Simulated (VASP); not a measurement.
# Fe2Pt3 (P-6m2) in VASP: further runs

Fe2Pt3 is run at these levels: PBE; tasks: single point.

Everything below comes from runs of VASP 6.6.1. Logs are shortened: lines on timing, memory, paths and dates and some standing lists are left out, and cuts for length are marked.

**1. The cell of the first run**

Symmetry: P-6m2, No. 187, hexagonal system. Conventional cell: a = 2.715 Å, b = 2.715 Å, c = 22.237 Å, α = 90.00°, β = 90.00°, γ = 120.00°. Fe (site symmetry -6m2) has 12 Fe at 2.71 to 2.72 Å within 3.6 Å. Within 3.6 Å of Fe (site symmetry -6m2) lie 6 Fe at 2.71 Å and 6 Pt at 2.72 Å. Within 3.6 Å of Fe (site symmetry 3m) lie 9 Fe at 2.71 to 2.72 Å and 3 Pt at 2.72 Å. Pt (site symmetry 3m) has 9 Pt at 2.71 to 2.72 Å and 3 Fe at 2.72 Å within 3.6 Å. Pt (site symmetry 3m) has 9 Pt at 2.71 to 2.72 Å and 3 Fe at 2.72 Å within 3.6 Å. Within 3.6 Å of Pt (site symmetry 3m) lie 12 Pt at 2.71 to 2.72 Å.

**2. Single point, PBE, collinear spin, ferromagnetic start**

Contents of INCAR:

```
SYSTEM = Fe2Pt3
PREC = Accurate
ENCUT = 520
EDIFF = 1E-6
ISMEAR = 0
SIGMA = 0.1
LREAL = .False.
LASPH = .True.
NELM = 150
ALGO = Normal
ISIF = 2
LWAVE = .False.
LCHARG = .False.
ISPIN = 2
MAGMOM = 4 4 4 4 0 0 0 0 0 0
LORBIT = 11
LMAXMIX = 4
GGA = PE
NBANDS = 61
```

Contents of KPOINTS:

```
regular mesh
0
Gamma
  6 6 1
  0 0 0
```

Contents of POSCAR:

```
Fe2Pt3
1.0
    2.7147808000      0.0000000000      0.0000000000
   -1.3573904000      2.3510691400      0.0000000000
    0.0000000000      0.0000000000     22.2366493500
Fe Pt
4 6
Direct
    0.3333333300      0.6666666700      0.5000000000
    0.6666666700      0.3333333300      0.0000000000
    0.6666666700      0.3333333300      0.4000000000
    0.6666666700      0.3333333300      0.6000000000
    0.3333333300      0.6666666700      0.7000000000
    0.3333333300      0.6666666700      0.9000000000
    0.3333333300      0.6666666700      0.1000000000
    0.3333333300      0.6666666700      0.3000000000
    0.6666666700      0.3333333300      0.8000000000
    0.6666666700      0.3333333300      0.2000000000
```

Potentials or basis: VASP PAW PBE potentials, release 64 (Fe, Pt).

The run is started by

```bash
$ cat potpaw_PBE.64/Fe/POTCAR potpaw_PBE.64/Pt/POTCAR > POTCAR
$ mpirun -np 1 vasp_std > vasp.out
```

OUTCAR:

```text
SYSTEM = Fe2Pt3
   PREC = Accurate
   ENCUT = 520
   EDIFF = 1E-6
   ISMEAR = 0
   LREAL = .False.
   LASPH = .True.
   NELM = 150
   ISIF = 2
   ISPIN = 2
   LORBIT = 11
   GGA = PE

 ion  position               nearest neighbor table
   1  0.333  0.667  0.500-   3 2.72   4 2.72   3 2.72   4 2.72   3 2.72   4 2.72
   2  0.667  0.333  0.000-   6 2.72   7 2.72   6 2.72   7 2.72   6 2.72   7 2.72
   3  0.667  0.333  0.400-   1 2.72   8 2.72   1 2.72   8 2.72   1 2.72   8 2.72
   4  0.667  0.333  0.600-   1 2.72   5 2.72   1 2.72   5 2.72   1 2.72   5 2.72
   5  0.333  0.667  0.700-   9 2.72   4 2.72   9 2.72   4 2.72   9 2.72   4 2.72
   6  0.333  0.667  0.900-   2 2.72   9 2.72   2 2.72   9 2.72   2 2.72   9 2.72
   7  0.333  0.667  0.100-   2 2.72  10 2.72   2 2.72  10 2.72   2 2.72  10 2.72
   8  0.333  0.667  0.300-  10 2.72   3 2.72  10 2.72   3 2.72  10 2.72   3 2.72
   9  0.667  0.333  0.800-   5 2.72   6 2.72   5 2.72   6 2.72   5 2.72   6 2.72
  10  0.667  0.333  0.200-   8 2.72   7 2.72   8 2.72   7 2.72   8 2.72   7 2.72

  LATTYP: Found a hexagonal cell.
 ALAT       =     2.7147808000
 C/A-ratio  =     8.1909557302

  Lattice vectors:

 A1 = (   2.7147808000,   0.0000000000,   0.0000000000)
 A2 = (  -1.3573904000,   2.3510691400,   0.0000000000)
 A3 = (   0.0000000000,   0.0000000000,  22.2366493500)

Analysis of symmetry for initial positions (statically):
=====================================================================
 Subroutine PRICEL returns:
 Original cell was already a primitive cell.

 Routine SETGRP: Setting up the symmetry group for a
 hexagonal supercell.

 Subroutine GETGRP returns: Found 12 space group operations
 (whereof 12 operations were pure point group operations)
 out of a pool of 24 trial point group operations.

The static configuration has the point symmetry D_3h.

Analysis of symmetry for dynamics (positions and initial velocities):
=====================================================================
 Subroutine PRICEL returns:
 Original cell was already a primitive cell.

 Routine SETGRP: Setting up the symmetry group for a
 hexagonal supercell.

 Subroutine GETGRP returns: Found 12 space group operations
 (whereof 12 operations were pure point group operations)
 out of a pool of 24 trial point group operations.

The dynamic configuration has the point symmetry D_3h.

Analysis of structural, dynamic, and magnetic symmetry:
=====================================================================
 Subroutine PRICEL returns:
 Original cell was already a primitive cell.

 Routine SETGRP: Setting up the symmetry group for a
 hexagonal supercell.

 Subroutine GETGRP returns: Found 12 space group operations
 (whereof 12 operations were pure point group operations)
 out of a pool of 24 trial point group operations.

The overall configuration has the point symmetry D_3h.

 Subroutine INISYM returns: Found 12 space group operations
 (whereof 12 operations are pure point group operations),
 and found     1 'primitive' translations

----------------------------------------------------------------------------------------

                                     Primitive cell

  volume of cell :     141.9285

  direct lattice vectors                    reciprocal lattice vectors
     2.714780800  0.000000000  0.000000000     0.368353865  0.212669203  0.000000000
    -1.357390400  2.351069140  0.000000000     0.000000000  0.425338406  0.000000000
     0.000000000  0.000000000 22.236649350     0.000000000  0.000000000  0.044970804

  length of vectors
     2.714780800  2.714780801 22.236649350     0.425338406  0.425338406  0.044970804

  position of ions in fractional coordinates (direct lattice)
     0.333333330  0.666666670  0.500000000
     0.666666670  0.333333330  0.000000000
     0.666666670  0.333333330  0.400000000
     0.666666670  0.333333330  0.600000000
     0.333333330  0.666666670  0.700000000
     0.333333330  0.666666670  0.900000000
     0.333333330  0.666666670  0.100000000
     0.333333330  0.666666670  0.300000000
     0.666666670  0.333333330  0.800000000
     0.666666670  0.333333330  0.200000000

  ion indices of the primitive-cell ions
   primitive index   ion index
                 1           1
                 2           2
                 3           3
                 4           4
                 5           5
                 6           6
                 7           7
                 8           8
                 9           9
                10          10

----------------------------------------------------------------------------------------

 KPOINTS: regular mesh

Automatic generation of k-mesh.
 Grid dimensions read from file:
 generate k-points for:    6    6    1

 Generating k-lattice:

  Cartesian coordinates                     Fractional coordinates (reciprocal lattice)
     0.061392311  0.035444867  0.000000000     0.166666667 -0.000000000  0.000000000
     0.000000000  0.070889734  0.000000000     0.000000000  0.166666667  0.000000000
     0.000000000  0.000000000  0.044970804     0.000000000  0.000000000  1.000000000

  Length of vectors
     0.070889734  0.070889734  0.044970804

  Shift w.r.t. Gamma in fractional coordinates (k-lattice)
     0.000000000  0.000000000  0.000000000

 Subroutine IBZKPT returns following result:
 ===========================================

 Found      7 irreducible k-points:

 Following reciprocal coordinates:
            Coordinates               Weight
  0.000000  0.000000  0.000000      1.000000
  0.166667 -0.000000  0.000000      6.000000
  0.333333 -0.000000  0.000000      6.000000
  0.500000 -0.000000  0.000000      3.000000
  0.166667  0.166667  0.000000      6.000000
  0.333333  0.166667  0.000000     12.000000
  0.333333  0.333333  0.000000      2.000000
   k-points           NKPTS =      7   k-points in BZ     NKDIM =      7   number of bands    NBANDS=     61
   number of dos      NEDOS =    301   number of ions     NIONS =     10
   total plane-waves  NPLWV =  67200
   dimension x,y,z NGX =    20 NGY =   20 NGZ =  168
   dimension x,y,z NGXF=    40 NGYF=   40 NGZF=  336
   ions per type =               4   6
   NGX,Y,Z   is equivalent  to a cutoff of  12.25, 12.25, 12.56 a.u.
   NGXF,Y,Z  is equivalent  to a cutoff of  24.49, 24.49, 25.12 a.u.
 SYSTEM =  Fe2Pt3
   PREC   = accura    normal or accurate (medium, high low for compatibility)
   ISTART =      0    job   : 0-new  1-cont  2-samecut
   ICHARG =      2    charge: 1-file 2-atom 10-const
   ISPIN  =      2    spin polarized calculation?
   LNONCOLLINEAR =      F non collinear calculations
   LSORBIT =      F    spin-orbit coupling
   LASPH  =      T    aspherical Exc in radial PAW
   ENCUT  =  520.0 eV  38.22 Ry    6.18 a.u.   5.05  5.05 41.35*2*pi/ulx,y,z
   NELM   =    150;   NELMIN=  2; NELMDL= -5     # of ELM steps
   EDIFF  = 0.1E-05   stopping-criterion for ELM
   LREAL  =      F    real-space projection
   EDIFFG = 0.1E-04   stopping-criterion for IOM
   NSW    =      0    number of steps for IOM
   IBRION =     -1    ionic relax: 0-MD 1-quasi-New 2-CG
   NFREE  =      0    steps in history (QN), initial steepest desc. (CG)
   ISIF   =      2    stress and relaxation
   ISYM   =      2    0-nonsym 1-usesym 2-fastsym
   POTIM  = 0.5000    time-step for ionic-motion
   TEBEG  =    0.0;   TEEND  =   0.0 temperature during run
   PSTRESS=    0.0 pullay stress
   NELECT =      92.0000    total number of electrons
   NUPDOWN=      -1.0000    fix difference up-down
   EMIN   =  10.00;   EMAX   =-10.00  energy-range for DOS
   EFERMI =   0.00;   METHOD = LEGACY
   ISMEAR =     0;   SIGMA  =   0.10  broadening in eV -4-tet -1-fermi 0-gaus
   EFERMI_NEDOS =   21; number of points for ismear=-14 and -15
   IALGO  =     38    algorithm
   IMIX   =      4    mixing-type and parameters
     AMIX     =   0.40;   BMIX     =  1.00
     AMIX_MAG =   1.60;   BMIX_MAG =  1.00
  volume/ion in A,a.u.               =      14.19        95.78
  Fermi-wavevector in a.u.,A,eV,Ry     =   1.416819  2.677399 27.311996  2.007375
  Thomas-Fermi vector in A             =   2.538113
   LORBIT       =     11    0 simple, 1 ext, 2 COOP (PROOUT), +10 PAW based schemes
   GGA     = PE    functional components
   LHFCALC =     F    Hartree Fock is set to
   AEXX    =    0.0000 exact exchange contribution
   IVDW    =     0    specifies the selected vdW correction
   LEPSILON=     F    determine dielectric tensor
   LRPA    =     F    only Hartree local field effects (RPA)
 spin polarized calculation
 Gauss-broadening in eV      SIGMA  =   0.10
  energy-cutoff  :      520.00
  volume of cell :      141.93
 maximum number of plane-waves:      3854
   NGX = 11   NGY = 11   NGZ = 83

 number of electron      91.9999988 magnetization      11.8243065

 Free energy of the ion-electron system (eV)
  ---------------------------------------------------
  ext. energy  EPLUGINS =         0.00000000
  ---------------------------------------------------
  free energy    TOTEN  =       -69.21982292 eV

  energy without entropy =      -69.17813194  energy(sigma->0) =      -69.19897743

 E-fermi :   9.1058     XC(G=0): -13.0752

 val. band max:        9.1037090908   @ k =   0.3333  -0.0000   0.0000
 cond. band min:       9.1638969501   @ k =   0.5000  -0.0000   0.0000
 fundamental gap:      0.0601878592
 Fermi energy:         9.1058447487

 spin component 1

 k-point     1 :       0.0000    0.0000    0.0000
  band No.  band energies     occupation
      1      -1.1498      1.00000
      2      -1.0397      1.00000
      3       0.0925      1.00000
      4       0.3940      1.00000
      5       1.1253      1.00000
      6       1.2492      1.00000
[... 416 lines left out ...]
     57      14.0638      0.00000
     58      14.2340      0.00000
 Fermi energy:         9.1058447487

 spin component 2

 k-point     1 :       0.0000    0.0000    0.0000
  band No.  band energies     occupation
      1      -1.1311      1.00000
      2      -1.0311      1.00000
      3       0.1512      1.00000
      4       0.4243      1.00000
      5       1.1560      1.00000
      6       1.2597      1.00000
[... 416 lines left out ...]
     57      14.4974      0.00000
     58      14.6596      0.00000
 [bands above 58 left out]

------------------------ aborting loop because EDIFF is reached ----------------------------------------

  FORCE on cell =-STRESS in cart. coord.  units (eV):
  Direction    XX          YY          ZZ          XY          YZ          ZX
  --------------------------------------------------------------------------------------
  -------------------------------------------------------------------------------------
  Total        5.2952762      5.2952762     10.6093382      0.0000000      0.0000000      0.0000000
  in kB       59.7763900     59.7763901    119.7648459      0.0000000      0.0000000      0.0000000
  external PRESSURE =      79.7725420 kB  Pullay stress =       0.0000000 kB

 VOLUME and BASIS-vectors are now :
 -----------------------------------------------------------------------------
  energy-cutoff  :      520.00
  volume of cell :      141.93
      direct lattice vectors                 reciprocal lattice vectors
     2.714780800  0.000000000  0.000000000     0.368353865  0.212669203  0.000000000
    -1.357390400  2.351069140  0.000000000     0.000000000  0.425338406  0.000000000
     0.000000000  0.000000000 22.236649350     0.000000000  0.000000000  0.044970804

 POSITION                                       TOTAL-FORCE (eV/Angst)
 -----------------------------------------------------------------------------------
     -0.00000      1.56738     11.11832        -0.000000     -0.000000      0.000000
      1.35739      0.78369      0.00000         0.000000     -0.000000      0.000000
      1.35739      0.78369      8.89466         0.000000      0.000000      0.118568
      1.35739      0.78369     13.34199         0.000000      0.000000     -0.118568
     -0.00000      1.56738     15.56565         0.000000     -0.000000     -2.411615
     -0.00000      1.56738     20.01298        -0.000000      0.000000      2.426847
     -0.00000      1.56738      2.22366        -0.000000      0.000000     -2.426847
     -0.00000      1.56738      6.67099         0.000000      0.000000      2.411615
      1.35739      0.78369     17.78932         0.000000     -0.000000     -0.014392
      1.35739      0.78369      4.44733         0.000000     -0.000000      0.014392
 -----------------------------------------------------------------------------------
    total drift:                                0.000004     -0.000002      0.000000

  FREE ENERGIE OF THE ION-ELECTRON SYSTEM (eV)
  ---------------------------------------------------
  free  energy   TOTEN  =       -69.2198229200 eV

  energy  without entropy=      -69.1781319400  energy(sigma->0) =      -69.19897743

 total charge

# of ion       s       p       d       tot
------------------------------------------
    1        0.413   0.380   6.096   6.889
    2        0.397   0.408   6.115   6.920
    3        0.406   0.393   6.111   6.910
    4        0.406   0.393   6.111   6.910
    5        0.687   0.669   8.077   9.433
    6        0.687   0.670   8.076   9.433
    7        0.687   0.670   8.076   9.433
    8        0.687   0.669   8.077   9.433
    9        0.678   0.677   8.136   9.491
   10        0.678   0.677   8.136   9.491
--------------------------------------------------
tot          5.725   5.609  73.010  84.344

 magnetization (x)

# of ion       s       p       d       tot
------------------------------------------
    1       -0.014  -0.050   2.821   2.756
    2        0.002  -0.009   2.956   2.949
    3       -0.008  -0.026   2.890   2.856
    4       -0.008  -0.026   2.890   2.856
    5       -0.009  -0.020   0.156   0.127
    6       -0.009  -0.023   0.156   0.124
    7       -0.009  -0.023   0.156   0.124
    8       -0.009  -0.020   0.156   0.127
    9       -0.010  -0.003  -0.025  -0.038
   10       -0.010  -0.003  -0.025  -0.038
--------------------------------------------------
tot         -0.085  -0.202  12.130  11.844
```

It took 4 min on 1 thread of Intel Xeon 6975P-C (Granite Rapids), shared host; peak memory 0.36 GiB.

Results:

* Free energy: -69.2198 eV
* Pressure: 8.0 GPa
* Largest force: 2.427 eV/Å
* Net moment: 11.82 μB per cell
* Site moments: Fe +2.76, +2.95, +2.86 (each value once); Pt +0.13, +0.12, -0.04 (each value once) μB
* Valence electrons inside the program's atomic spheres: Fe 6.89, 6.92, 6.91 (each value once); Pt 9.43, 9.49 (each value once)

Forces in eV/Å, atoms in the order of the input:
```
Fe   0.000  0.000  0.000
Fe   0.000  0.000  0.000
Fe   0.000  0.000  0.119
Fe   0.000  0.000 -0.119
Pt   0.000  0.000 -2.412
Pt   0.000  0.000  2.427
Pt   0.000  0.000 -2.427
Pt   0.000  0.000  2.412
Pt   0.000  0.000 -0.014
Pt   0.000  0.000  0.014
```

Caveat: the k points lie up to 0.45 Å⁻¹ apart; spin-orbit coupling is left out, which moves the levels of the heavy elements; forces of over 1 eV/Å act on the atoms, so gaps and moduli don't describe the material at rest.

**3. Single point, PBE, collinear spin, ferromagnetic start**

This run uses another cell than the first one, of 14.47 Å³/atom.

Contents of INCAR:

```
ALGO = Normal ; EDIFF = 1E-7
ENCUT = 520 ; GGA = PE
ISIF = 2 ; ISMEAR = 0
ISPIN = 2 ; LASPH = T
LCHARG = T ; LELF = T
LMAXMIX = 4 ; LORBIT = 11
LREAL = F ; LVHAR = T
LWAVE = F ; MAGMOM = 4 4 4 4 0 0 0 0 0 0
NBANDS = 61 ; NELM = 150
PREC = Accurate ; SIGMA = 0.1
```

Contents of KPOINTS:

```
k-points
0
Gamma
  6 6 1
```

Contents of POSCAR:

```
Fe2Pt3
1.0
    2.7301619156      0.0000000000      0.0000000000
   -1.3650809578      2.3643895753      0.0000000000
    0.0000000000      0.0000000000     22.4100102800
Fe Pt
4 6
Direct
    0.3333333333      0.6666666667      0.5000000000
    0.6666666667      0.3333333333      0.0000000000
    0.6666666667      0.3333333333      0.4077707298
    0.6666666667      0.3333333333      0.5922292702
    0.3333333333      0.6666666667      0.6866748636
    0.3333333333      0.6666666667      0.9055493619
    0.3333333333      0.6666666667      0.0944506381
    0.3333333333      0.6666666667      0.3133251364
    0.6666666667      0.3333333333      0.7961366132
    0.6666666667      0.3333333333      0.2038633868
```

Potentials or basis: VASP PAW PBE potentials, release 64 (Fe, Pt).

The run is started by

```bash
$ cat potpaw_PBE.64/Fe/POTCAR potpaw_PBE.64/Pt/POTCAR > POTCAR
$ mpirun -np 1 vasp_std > vasp.out
```

Run time: 4.2 min. Hardware: 1 thread of Intel Xeon 6975P-C (Granite Rapids), shared host; peak memory 0.36 GiB.

Results (log left out):

| Item | Value |
| --- | --- |
| Free energy | -70.2085 eV |
| Pressure | -0.5 GPa |
| Largest force | 0.011 eV/Å |
| Band gap on the k mesh | zero (filled and empty bands overlap) |
| Net moment | 12.03 μB per cell |
| Site moments | Fe +2.74, +2.93, +2.84 (each value once); Pt +0.19, +0.17, -0.03 (each value once) μB |
| Valence electrons inside the program's atomic spheres | Fe 6.99, 7.00 (each value once); Pt 9.33, 9.25 (each value once) |

Forces on the atoms (eV/Å):
```
Fe   0.000  0.000  0.000
Fe   0.000  0.000  0.000
Fe   0.000  0.000 -0.009
Fe   0.000  0.000  0.009
Pt   0.000  0.000  0.004
Pt   0.000  0.000 -0.006
Pt   0.000  0.000  0.006
Pt   0.000  0.000 -0.004
Pt   0.000  0.000 -0.011
Pt   0.000  0.000  0.011
```

Stress tensor (GPa, compression positive):
```
-0.58  0.00  0.00
 0.00 -0.58  0.00
 0.00  0.00 -0.49
```

Levels at points of the mesh, in eV from the Fermi level:
Spin up:
| k point | band 53 | band 54 | band 55 | band 56 | band 57 | band 58 |
| --- | --- | --- | --- | --- | --- | --- |
| (0.00, 0.00, 0.00) | -0.80 | -0.74 | -0.74 | -0.21 | -0.21 | -0.19 |
| (0.50, 0.00, 0.00) | 0.97 | 1.56 | 1.59 | 2.12 | 2.25 | 2.77 |
Spin down:
```tsv
k point	band 39	band 40	band 41	band 42	band 43	band 44	band 45	band 46	band 47	band 48
(0.00, 0.00, 0.00)	-0.35	-0.35	-0.29	-0.29	-0.04	-0.01	-0.01	0.06	0.06	0.08
(0.50, 0.00, 0.00)	0.52	0.78	0.78	0.97	0.97	1.07	1.43	1.46	1.46	1.80
```

Caveat: the k points lie up to 0.44 Å⁻¹ apart, too coarse for converged energies and pressures of a metal; spin-orbit coupling is left out, which moves the levels of the heavy elements.
